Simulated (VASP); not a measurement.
Write the native input for VASP 6.6.1 that does the following.

```yaml
Task: single point
Functional: LDA
Potentials_or_basis: VASP PAW LDA potentials, release 64 (In_d, O)
Cutoff: 520 eV
k_mesh: 12 × 12 × 4
Occupations: gaussian, width 0.03 eV
Spin: no spin polarisation
Dipole_correction: no
Further_INCAR_settings: ALGO = Normal; EDIFF = 1e-07; NBANDS = 27
```

The structure of InO lies in POSCAR:

```
InO
1.0
    3.3456169015      0.0000000000      0.0000000000
   -1.6728084508      2.8973892280      0.0000000000
    0.0000000000      0.0000000000     16.9186732734
In O
2 2
Direct
    0.6666666667      0.3333333333      0.5900210000
    0.6666666667      0.3333333333      0.4099790000
    0.0000000000      0.0000000000      0.6398670000
    0.0000000000      0.0000000000      0.3601330000
```

This cell differs from its parent crystal: ratio of the length along z to the lengths across it x 1.1, volume and fractional coordinates fixed.

One way to write it, as run:

INCAR

```
  ALGO = Normal
  EDIFF = 1E-7
  ENCUT = 520
  GGA = CA
  ISIF = 2
  ISMEAR = 0
  LASPH = T
  LCHARG = T
  LELF = T
  LREAL = F
  LVHAR = T
  LWAVE = F
  NBANDS = 27
  NELM = 60
  PREC = Accurate
  SIGMA = 0.03
```

KPOINTS

```
k-points
0
Gamma
  12 12 4
```

Potentials or basis: VASP PAW LDA potentials, release 64 (In_d, O).

Command:

```bash
$ cat potpaw_LDA.64/In_d/POTCAR potpaw_LDA.64/O/POTCAR > POTCAR
$ mpirun -np 1 vasp_std > vasp.out
```

It gave:

| Quantity | Value |
| --- | --- |
| Largest force | 0.470 eV/Å |
| Band gap on the k mesh | zero (bands 19 and 20 overlap by 0.02 eV) |

Caveat: spin-orbit coupling is left out, which moves the levels of the heavy elements.

Run time: 10 min on 1 thread of Intel(R) Xeon(R) Platinum 8488C (Sapphire Rapids), on a shared host, peak memory 0.38 GiB.
